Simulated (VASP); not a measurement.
## NaC2: single point with PBE

Crystal: NaC2.

```
CELL_PARAMETERS angstrom
4.49896 0.00000 0.00000
0.00000 4.49896 0.00000
0.00000 0.00000 5.24396
ATOMIC_POSITIONS crystal
Na 0.00000 0.00000 0.00000
Na 0.50000 0.50000 0.50000
C 0.40045 0.40045 0.00000
C 0.09955 0.90045 0.50000
C 0.59955 0.59955 0.00000
C 0.90045 0.09955 0.50000
```

```yaml
Program: VASP 6.6.1
Task: single point
Functional: PBE
Potentials_or_basis: VASP PAW PBE potentials, release 64 (Na_sv, C)
Cutoff: 1130 eV
k_mesh: 4 × 4 × 6
Occupations: gaussian, width 0.1 eV
Spin: no spin polarisation
```

```
Pressure               : -0.1 GPa
Largest force          : 0.074 eV/Å
Band gap on the k mesh : zero (bands 17 and 18 overlap by 0.51 eV)
```

Forces in eV/Å, atoms in the order of the input:
```
Na   0.000  0.000  0.000
Na   0.000  0.000  0.000
C   -0.052 -0.052  0.000
C    0.052 -0.052  0.000
C    0.052  0.052  0.000
C   -0.052  0.052  0.000
```

Stress tensor (GPa, compression positive):
```
-0.04  0.00  0.00
 0.00 -0.04  0.00
 0.00  0.00 -0.13
```

Levels at points of the mesh, in eV from the Fermi level:
```tsv
k point	band 14	band 15	band 16	band 17	band 18	band 19	band 20	band 21
(0.00, 0.00, 0.00)	-1.44	-0.30	-0.30	-0.22	-0.09	4.21	6.22	6.22
(0.50, 0.00, 0.00)	-0.97	-0.89	-0.89	0.13	0.13	6.05	6.05	6.09
(0.50, 0.50, 0.00)	-0.83	-0.77	-0.77	-0.09	-0.09	5.38	5.38	7.43
(0.00, 0.00, 0.50)	-1.77	-0.40	-0.40	0.04	0.04	5.07	5.07	6.23
(0.50, 0.00, 0.50)	-1.11	-0.33	-0.33	-0.32	-0.32	5.22	5.22	6.74
(0.50, 0.50, 0.50)	-1.16	-1.14	-1.14	0.19	0.19	5.77	5.77	7.44
```

Run time: 2.1 min on 1 thread of Intel(R) Xeon(R) Platinum 8488C (Sapphire Rapids), with other jobs on the host, peak memory 0.47 GiB.
